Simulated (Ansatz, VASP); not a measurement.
## GaH in VASP and in Ansatz

Contents of INCAR:

```
PREC     = Accurate       # precision mode
ENCUT    = 600            # plane-wave cutoff, eV
EDIFF    = 1E-6           # SCF threshold, eV
ISMEAR   = 0              # smearing method
SIGMA    = 0.1            # smearing width, eV
LREAL    = False          # projectors in reciprocal space
LASPH    = True           # aspherical terms in the spheres
NELM     = 60             # most SCF steps
ALGO     = Fast           # electronic algorithm
ISIF     = 3              # what is computed and relaxed
LWAVE    = False          # write WAVECAR
LCHARG   = False          # write CHGCAR
GGA      = PE             # functional
IBRION   = 2              # ionic algorithm
NSW      = 90             # ionic steps
EDIFFG   = -0.025         # ionic threshold
```

The input KPOINTS:

```
Automatic mesh
0
Gamma
  12 12 12
```

File POSCAR:

```
GaH
1.0
    1.4693607668     -5.7634291805      0.0000000000
    1.4693607668      5.7634291805      0.0000000000
    0.0000000000      0.0000000000      2.8568486675
Ga H
2 2
Direct
    0.8556480519      0.1443519481      0.2500000000
    0.1443519481      0.8556480519      0.7500000000
    0.4069155308      0.5930844692      0.7500000000
    0.5930844692      0.4069155308      0.2500000000
```

Input for Ansatz:

```yaml
crystal:
  lattice:
    - [1.4693607668, -5.7634291805, 0.0]
    - [1.4693607668, 5.7634291805, 0.0]
    - [0.0, 0.0, 2.8568486675]
  atoms:
    - { symbol: Ga, position: [0.8556480519, 0.1443519481, 0.25] }
    - { symbol: Ga, position: [0.1443519481, 0.8556480519, 0.75] }
    - { symbol: H, position: [0.4069155308, 0.5930844692, 0.75] }
    - { symbol: H, position: [0.5930844692, 0.4069155308, 0.25] }
basis:
  ecutwfc: 420
kpoints:
  mp_grid: { grid: [12, 12, 12] }
hamiltonian:
  xc: pbe
scf:
  occupations: { method: gaussian, width: 0.1 }
output:
  forces: true
  stress: true
  eigenvalues: true
relax:
  adjacent_minimum: "off"
  f_tol: 0.025
  max_steps: 70
  cell: { stress_tol: 0.12 }
```

Alike in both runs: task relaxation of cell and atoms; functional PBE; k mesh 12 × 12 × 12; occupations gaussian, width 0.1 eV; no spin polarisation.

|  | VASP | Ansatz |
| --- | --- | --- |
| version | VASP 6.6.1 | Ansatz 0.2.0 |
| potentials or method | VASP PAW PBE potentials, release 64 (Ga_d, H), cutoff 600 eV | scalar-relativistic, plane waves, PAW |
| valence electrons in the cell | 28 | 28 |

VASP gave:

* gap on the k mesh at the Fermi level, each at its own relaxed structure (eV): none
* relaxed volume (Å³/atom): 12.13
* relaxed length of the cell vector where the two differ most in proportion (Å): 5.935

Task: Estimate Ansatz's values.

Result: gap on the k mesh at the Fermi level, each at its own relaxed structure (eV): none; relaxed volume (Å³/atom): 12.06; relaxed length of the cell vector where the two differ most in proportion (Å): 5.895.

A gap of «none» marks a metal or a gap that the smearing closes.
